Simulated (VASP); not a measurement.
Set up this calculation in VASP 6.6.1, as the native input.

```
Task                   : single point
Functional             : PBE
Dispersion             : D3(BJ)
Potentials or basis    : VASP PAW PBE potentials, release 64 (Al)
Cutoff                 : 520 eV
k mesh                 : 18 × 18 × 3
Occupations            : gaussian, width 0.15 eV
Spin                   : no spin polarisation
Dipole correction      : no
Further INCAR settings : ALGO = Fast; EDIFF = 1e-06; NBANDS = 18
```

The structure of Al lies in POSCAR:

```
Al
1.0
   -2.8035700760      0.0000000000      0.0000000000
   -1.4017850380     -2.4279629071      0.0000000000
   -0.3115077862     -0.5395473127     14.0252688885
Al
6
Direct
    0.6666666667      0.6481444444      0.0833500000
    0.6666666667      0.5740703704      0.4166833333
    0.6666666667      0.4999962963      0.7500166667
    0.3333333333      0.1296259259      0.9166833333
    0.3333333333      0.2777740741      0.2500166667
    0.3333333333      0.2037000000      0.5833500000
```

The input as run:

INCAR

```
SYSTEM = Al
PREC = Accurate
ENCUT = 520
EDIFF = 1E-6
ISMEAR = 0
SIGMA = 0.15
LREAL = .FALSE.
LASPH = .TRUE.
NELM = 60
ALGO = Fast
ISIF = 2
LWAVE = .FALSE.
LCHARG = .TRUE.
GGA = PE
IVDW = 12
LELF = .TRUE.
LVHAR = .TRUE.
NBANDS = 18
```

KPOINTS

```
Automatic mesh
0
G
  18 18 3
  0 0 0
```

Potentials or basis: VASP PAW PBE potentials, release 64 (Al).

Run with:

```bash
$ cat potpaw_PBE.64/Al/POTCAR > POTCAR
$ mpirun -np 1 vasp_std > vasp.out
```

Results of the run:

```yaml
Pressure: 0.5 GPa
Largest_force: 0.450 eV/Å
Band_gap_on_the_k_mesh: zero (band 9 reaches 11.71 eV, above the bottom of band 10 at 6.13 eV)
Dispersion_energy_per_atom: -0.349 eV
```

Caveat: pairwise dispersion overbinds metals, which lowers pressure and volume.

Run time: 23 min on 1 thread of AMD EPYC 7R13 (shared host), peak memory 0.65 GiB.
